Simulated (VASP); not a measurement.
Crystal: GaP.

```
Ga P
1.0
     0.00000    2.72525    2.72525
     2.72525    0.00000    2.72525
     2.72525    2.72525    0.00000
Ga P
1 1
Direct
  0.00000 0.00000 0.00000
  0.75000 0.75000 0.75000
```

Base run:

| Property | Result |
| --- | --- |
| Program | VASP 6.6.1 |
| Functional | PBE |
| Potentials or basis | VASP PAW PBE potentials, release 64 (Ga_d, P) |
| Cutoff | 500 eV |
| k mesh | 7 × 7 × 7 |
| Occupations | gaussian, width 0.01 eV |
| Spin | no spin polarisation |

Its results: band gap on the k mesh 1.59 eV (least direct gap 1.83 eV); pressure 2.4 GPa.

Q: The run is repeated on the same cell with these changes: functional from PBE to revPBE. What comes out?

A: Band gap on the k mesh 1.66 eV (least direct gap 1.92 eV); pressure 3.9 GPa.

revPBE binds less tightly than PBE, so the same cell stands under more pressure.

Caveats: an odd mesh through Γ misses points on the zone boundary, where band edges can lie; the cell stands under pressure (at least some runs); the PAW data sets were made with another functional, which shifts forces and pressure a little (at least some runs).
